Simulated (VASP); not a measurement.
# Ga: single point with PBEsol

Ga:

```
Ga
1.0
     2.23505   -3.79866    0.00000
     2.23505    3.79866    0.00000
     0.00000    0.00000    4.71426
Ga
4
Direct
  0.15592 0.84408 0.08325
  0.65592 0.34408 0.41675
  0.84408 0.15592 0.91675
  0.34408 0.65592 0.58325
```

This cell differs from its parent crystal: engineering shear strain xz +0.0000, normal strain along z +0.0500.

```json
{
 "Program": "VASP 6.6.1",
 "Task": "single point",
 "Functional": "PBEsol",
 "Potentials or basis": "VASP PAW PBE potentials, release 64 (Ga_d)",
 "Cutoff": "520 eV",
 "k mesh": "10 × 10 × 10",
 "Occupations": "gaussian, width 0.15 eV",
 "Spin": "no spin polarisation",
 "Dipole correction": "no",
 "Further INCAR settings": "ALGO = Fast; EDIFF = 1e-07; NBANDS = 34"
}
```

The pressure is -2.4 GPa. The largest force is 0.112 eV/Å and the band gap on the k mesh is zero (bands 26 and 27 overlap by 1.27 eV).

Forces in eV/Å, atoms in the order of the input:
```
Ga   0.000 -0.109  0.028
Ga   0.000 -0.109 -0.028
Ga   0.000  0.109 -0.028
Ga   0.000  0.109  0.028
```

Stress tensor (GPa, compression positive):
```
-2.16  0.00  0.00
 0.00 -0.73  0.00
 0.00  0.00 -4.32
```

Levels at points of the mesh, in eV from the Fermi level:
```
           k point  band 23  band 24  band 25  band 26  band 27  band 28  band 29  band 30
(0.00, 0.00, 0.00)    -4.06    -1.48    -1.38    -0.55     0.99     1.15     1.25     4.90
(0.50, 0.00, 0.00)    -3.45    -3.45    -1.64    -1.64     0.38     0.38     3.90     3.90
(0.50, 0.50, 0.00)    -4.06    -3.06    -2.27    -1.79     0.83     0.93     3.16     3.36
(0.00, 0.00, 0.50)    -0.03    -0.03     0.09     0.09     0.20     0.20     2.01     2.01
(0.50, 0.00, 0.50)    -6.21    -6.21    -1.45    -1.45     0.54     0.54     6.79     6.79
(0.50, 0.50, 0.50)    -5.38    -5.38    -1.22    -1.22    -0.75    -0.75     5.73     5.73
```

Wall time 9.1 min on 1 thread of Oxide Virtual Turin-like Processor, with other jobs on the host, peak memory 0.43 GiB.

Caveat: the cell differs from its parent crystal (engineering shear strain xz +0.0000, normal strain along z +0.0500); the PAW data sets were made with another functional, which shifts forces and pressure a little.
